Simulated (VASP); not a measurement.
Runs of VASP 6.6.1 on Ba. The structure is that of space group Fm-3m (No. 225), or close to it. The cells are those of the table. 

| cell | gap on the mesh (eV) | pressure (GPa) |
| --- | --- | --- |
| a = 3.954 Å, angles 60.0°, 1 atom | none | 5.1 |
| a = 3.445 Å, angles 60.0°, 1 atom | none | 19.9 |
| a = 3.616 Å, angles 60.0°, 1 atom | none | (b) |
| a = 3.792 Å, angles 60.0°, 1 atom | none | 8.2 |
| a = 4.373 Å, angles 60.0°, 1 atom | none | (a) |
| a = 4.103 Å, angles 60.0°, 1 atom | none | 3.2 |
| a = 4.242 Å, angles 60.0°, 1 atom | none | 1.8 |

Alike in all rows: task single point; level PBE; potentials or basis VASP PAW PBE potentials, release 64 (Ba_sv); no spin polarisation; k mesh 10 × 10 × 10; cutoff (eV) 520; smearing fermi-dirac 0.1 eV.

Question: Fill in the values left out.

Answer: (a) 0.8; (b) 13.0.

Caveats: spin-orbit coupling is left out, which moves the levels of the heavy elements.

A k mesh can miss the band edges, and the runs leave out spin-orbit coupling on Ba.

A gap of «none» marks levels without a gap at the run's occupations.
